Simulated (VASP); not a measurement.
Input of a VASP 6.6.1 run:

File INCAR:

```
ALGO     = Fast           # electronic algorithm
EDIFF    = 1E-6           # SCF threshold, eV
EDIFFG   = -0.01          # ionic threshold
ENCUT    = 600            # plane-wave cutoff, eV
GGA      = RE             # functional
IBRION   = 2              # ionic algorithm
ISIF     = 3              # what is computed and relaxed
ISMEAR   = -1             # smearing method
IVDW     = 13             # dispersion correction
LASPH    = T              # aspherical terms in the spheres
LCHARG   = F              # write CHGCAR
LREAL    = F              # projectors in reciprocal space
LWAVE    = F              # write WAVECAR
NELM     = 100            # most SCF steps
NSW      = 60             # ionic steps
PREC     = Accurate       # precision mode
SIGMA    = 0.05           # smearing width, eV
```

File KPOINTS:

```
k-points
0
Gamma
  10 10 10
```

File POSCAR:

```
Hf
1.0
   -1.8050000000      1.8050000000      1.8050000000
    1.8050000000     -1.8050000000      1.8050000000
    1.8050000000      1.8050000000     -1.8050000000
Hf
1
Direct
    0.0000000000      0.0000000000      0.0000000000
```

Potentials or basis: VASP PAW PBE potentials, release 64 (Hf_pv).

Command:

```console
$ cat potpaw_PBE.64/Hf_pv/POTCAR > POTCAR
$ mpirun -np 1 vasp_std > vasp.out
```

Q: What does it give for the relaxed cell?

A: a = 3.071 Å, b = 3.071 Å, c = 3.071 Å, α = 109.47°, β = 109.47°, γ = 109.47°.

Q: What does it give for the band gap on the k mesh?

A: Zero (band 5 reaches 6.23 eV, above the bottom of band 6 at 3.92 eV).

Q: What does it give for the relaxed volume?

A: 22.29 Å³/atom.

Step by step:
| step | energy change (eV) | largest force (eV/Å) | pressure (GPa) | volume (Å³) |
| --- | --- | --- | --- | --- |
| 1 | 0.0000 | 0.0000 | -5.06 | 23.52 |
| 2 | 0.0009 | 0.0000 | 5.80 | 21.08 |
| 3 | -0.0207 | 0.0000 | -0.19 | 22.29 |
| 4 | -0.0207 | 0.0000 | 0.09 | 22.25 |
| 5 | -0.0207 | 0.0000 | -0.03 | 22.29 |

Caveat: the PAW data sets were made with another functional, which shifts forces and pressure a little; spin-orbit coupling is left out, which moves the levels of the heavy elements; pairwise dispersion overbinds metals, which lowers pressure and volume.
